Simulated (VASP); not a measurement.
GeW, 2 atoms in the cell. It takes space group Fm-3m (No. 225, cubic). Conventional cell: a = 5.149 Å, b = 5.149 Å, c = 5.149 Å, α = 90.00°, β = 90.00°, γ = 90.00°. Ge (site symmetry m-3m) has 6 W at 2.57 Å within 3.4 Å. Within 3.4 Å of W (site symmetry m-3m) lie 6 Ge at 2.57 Å. 

```yaml
Program: VASP 6.6.1
Task: single point
Functional: BLYP
Dispersion: D4
Potentials_or_basis: VASP PAW PBE potentials, release 64 (Ge_d, W_sv)
Cutoff: 520 eV
k_mesh: 9 × 9 × 9
Occupations: fermi-dirac, width 0.05 eV
Spin: no spin polarisation
Dipole_correction: no
Further_INCAR_settings: ALGO = Normal; EDIFF = 1e-06; NBANDS = 21
```

Potentials or basis: VASP PAW PBE potentials, release 64 (Ge_d, W_sv).

Launch:

```console
$ cat potpaw_PBE.64/Ge_d/POTCAR potpaw_PBE.64/W_sv/POTCAR > POTCAR
$ mpirun -np 1 vasp_std > vasp.out
```

Hardware: 1 thread of Intel(R) Xeon(R) Platinum 8259CL CPU @ 2.50GHz (Skylake/Cascade Lake), with other jobs on the host.

Q: How long does it take, and how much memory?

A: It took 27 s on 1 thread of Intel(R) Xeon(R) Platinum 8259CL CPU @ 2.50GHz (Skylake/Cascade Lake) (shared host), peak memory 0.17 GiB. Counts: scf iterations 12, k points 35.
